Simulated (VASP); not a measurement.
Runs of VASP 6.6.1 on Y3Ir. The structure is that of space group Pm-3m (No. 221), or close to it. The cells are those of the table. 

```tsv
task	cell	k mesh	cutoff (eV)	gap on the mesh (eV)	pressure (GPa)	relaxed volume (Å³/atom)
relaxation of cell and atoms	relaxed from a = 4.758 Å, 4 atoms	4 × 4 × 4	600	none	0.0	24.26
single point	a = 4.599 Å, 4 atoms	4 × 4 × 4	520	none	-0.2	-
single point	a = 4.618 Å, 4 atoms	10 × 10 × 10	520	none	-0.2	-
relaxation of cell and atoms	relaxed from a = 4.599 Å, 4 atoms	10 × 10 × 10	600	none	0.0	24.56
single point	a = 4.758 Å, 4 atoms	4 × 4 × 4	520	none	(a)	-
```

Alike in all rows: level PBE; potentials or basis VASP PAW PBE potentials, release 64 (Y_sv, Ir); no spin polarisation; smearing gaussian 0.1 eV.

**Question.** Estimate the missing entries.

**Answer.** (a) -5.9.

Caveats: spin-orbit coupling is left out, which moves the levels of the heavy elements.

A k mesh can miss the band edges, and the runs leave out spin-orbit coupling on Ir, Y.

A gap of «none» marks levels without a gap at the run's occupations.
